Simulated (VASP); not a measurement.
Input of a VASP 6.6.1 run:

File INCAR:

```
SYSTEM = Ta
PREC     = Accurate       ! precision mode
ENCUT    = 500            ! plane-wave cutoff, eV
EDIFF    = 1E-7           ! SCF threshold, eV
ISMEAR   = 1              ! smearing method
SIGMA    = 0.2128         ! smearing width, eV
LREAL    = .False.        ! projectors in reciprocal space
LASPH    = .True.         ! aspherical terms in the spheres
NELM     = 120            ! most SCF steps
ALGO     = Normal         ! electronic algorithm
ISIF     = 3              ! what is computed and relaxed
LWAVE    = .False.        ! write WAVECAR
LCHARG   = .False.        ! write CHGCAR
GGA      = PE             ! functional
IVDW     = 12             ! dispersion correction
IBRION   = 2              ! ionic algorithm
NSW      = 60             ! ionic steps
EDIFFG   = -0.01          ! ionic threshold
GGA_COMPAT= .False.      
NELMIN   = 4
```

The input KPOINTS:

```
Automatic mesh
0
Gamma
  7 7 7
  0 0 0
```

The input POSCAR:

```
Ta
1.0
   -1.6678670000      1.6678670000      1.6678670000
    1.6678670000     -1.6678670000      1.6678670000
    1.6678670000      1.6678670000     -1.6678670000
Ta
1
Direct
    0.0000000000      0.0000000000      0.0000000000
```

Potentials or basis: VASP PAW PBE potentials, release 64 (Ta_pv).

Command:

```bash
$ cat potpaw_PBE.64/Ta_pv/POTCAR > POTCAR
$ mpirun -np 1 vasp_std > vasp.out
```

Problem. What does it give for the relaxed cell?

Solution. a = 2.851 Å, b = 2.851 Å, c = 2.851 Å, α = 109.47°, β = 109.47°, γ = 109.47°.

Problem. What does it give for the relaxed volume?

Solution. 17.83 Å³/atom.

Problem. What does it give for the dispersion energy per atom?

Solution. -0.669 eV.

Problem. Estimate the space group after relaxing (to 0.05 Å).

Solution. Im-3m (No. 229).

Final structure:
```cif
data_structure
_symmetry_space_group_name_H-M 'P 1'
_symmetry_Int_Tables_number 1
_cell_length_a 2.8506
_cell_length_b 2.8506
_cell_length_c 2.8506
_cell_angle_alpha 109.471
_cell_angle_beta 109.471
_cell_angle_gamma 109.471
_cell_volume 17.83
loop_
_atom_site_label
_atom_site_type_symbol
_atom_site_fract_x
_atom_site_fract_y
_atom_site_fract_z
_atom_site_occupancy
Ta1 Ta 0.00000 0.00000 0.00000 1
```

Caveat: the k points lie up to 0.39 Å⁻¹ apart in the final cell; pairwise dispersion overbinds metals, which lowers pressure and volume.
